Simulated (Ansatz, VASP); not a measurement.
# BN in VASP and in Ansatz

```
B N
1.0
     2.50342    0.00000    0.00000
    -1.25171    2.16802    0.00000
     0.00000    0.00000    7.20484
B N
2 2
Direct
  0.33333 0.66667 0.25000
  0.66667 0.33333 0.75000
  0.33333 0.66667 0.75000
  0.66667 0.33333 0.25000
```

Alike in both runs: task single point; functional PBEsol; k mesh 12 × 12 × 4; occupations gaussian, width 0.05 eV; no spin polarisation.

|  | VASP | Ansatz |
| --- | --- | --- |
| version | VASP 6.6.1 | Ansatz 0.2.0 |
| potentials or method | VASP PAW PBE potentials, release 64 (B, N), cutoff 520 eV | scalar-relativistic, plane waves, PAW |
| valence electrons in the cell | 16 | 16 |

|  | VASP | Ansatz | Ansatz less VASP |
| --- | --- | --- | --- |
| gap on the k mesh at the Fermi level (eV) | 4.30 | 4.31 | +0.007 |
| least direct gap on the mesh (eV) | 4.61 | 4.61 | +0.003 |
| pressure (GPa) | 0.4 | 0.0 | -0.42 |
| traceless stress, the component that is largest in VASP (GPa) | -0.75 | -0.19 | +0.567 |

VASP's potentials were made for PBE, not for PBEsol, and Ansatz warns of the same on its side. The functional is the same, so the differences come from potentials, cutoffs and numerics.
